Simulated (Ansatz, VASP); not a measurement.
# Co in VASP and in Ansatz

INCAR

```
SYSTEM = Co
PREC = Accurate ; ENCUT = 520
EDIFF = 1E-7 ; ISMEAR = -1
SIGMA = 0.05 ; LREAL = .FALSE.
LASPH = .TRUE. ; NELM = 150
ALGO = Normal ; ISIF = 2
LWAVE = .FALSE. ; LCHARG = .FALSE.
ISPIN = 2 ; MAGMOM = 4 4
LORBIT = 11 ; NUPDOWN = 8.0
LMAXMIX = 4 ; GGA = PE
NBANDS = 20
```

KPOINTS

```
regular mesh
0
G
  10 10 6
  0 0 0
```

Contents of POSCAR:

```
Co
1.0
    2.4873648738      0.0000000000      0.0000000000
   -1.2436824369      2.1541211692      0.0000000000
    0.0000000000      0.0000000000      4.0632895034
Co
2
Direct
    0.3333333333      0.6666666667      0.7401390000
    0.6666666667      0.3333333333      0.2598610000
```

Contents of input.yaml:

```yaml
crystal:
  lattice:
    - [2.4873648738, 0.0, 0.0]
    - [-1.2436824369, 2.1541211692, 0.0]
    - [0.0, 0.0, 4.0632895034]
  atoms:
    - { symbol: Co, position: [0.3333333333, 0.6666666667, 0.740139], spin: 4.0 }
    - { symbol: Co, position: [0.6666666667, 0.3333333333, 0.259861], spin: 4.0 }
hamiltonian:
  xc: pbe
  pseudopotentials: { kind: paw }
magnetization:
  spin_polarized: true
  initial_magnetization: 8.0
  spin_locking: { lock_magnetization: hard }
kpoints:
  mp_grid: { grid: [10, 10, 6] }
scf:
  occupations: { method: fermi_dirac, width: 0.05 }
  lower_state_search: "off"
output:
  forces: true
  stress: true
  eigenvalues: true
```

Alike in both runs: task single point; functional PBE; k mesh 10 × 10 × 6; occupations fermi-dirac, width 0.05 eV; collinear spin; fixed moment 8 μB.

```csv
,VASP,Ansatz
version,VASP 6.6.1,Ansatz 0.2.0
potentials or method,"VASP PAW PBE potentials, release 64 (Co)",Ansatz PAW
plane-wave cutoff (eV),520,420
valence electrons in the cell,18,34
```

Ansatz gave:

```
rms of the force components (eV/Å)                            : 0.720
net moment per atom (μB)                                      : 4.00
size of the moment on the site where the two differ most (μB) : 3.47
```

**Question.** What did VASP give for the same quantities?

**Answer.** rms of the force components (eV/Å): 0.692; net moment per atom (μB): 4.00; size of the moment on the site where the two differ most (μB): 3.73.

Site moments also hang on the region over which each program counts them. Atom by atom the forces differ by 0.027 eV/Å (rms over components). VASP's potentials hold 18 valence electrons a cell and Ansatz's 34, so a difference there can come from the potentials and not from the codes.
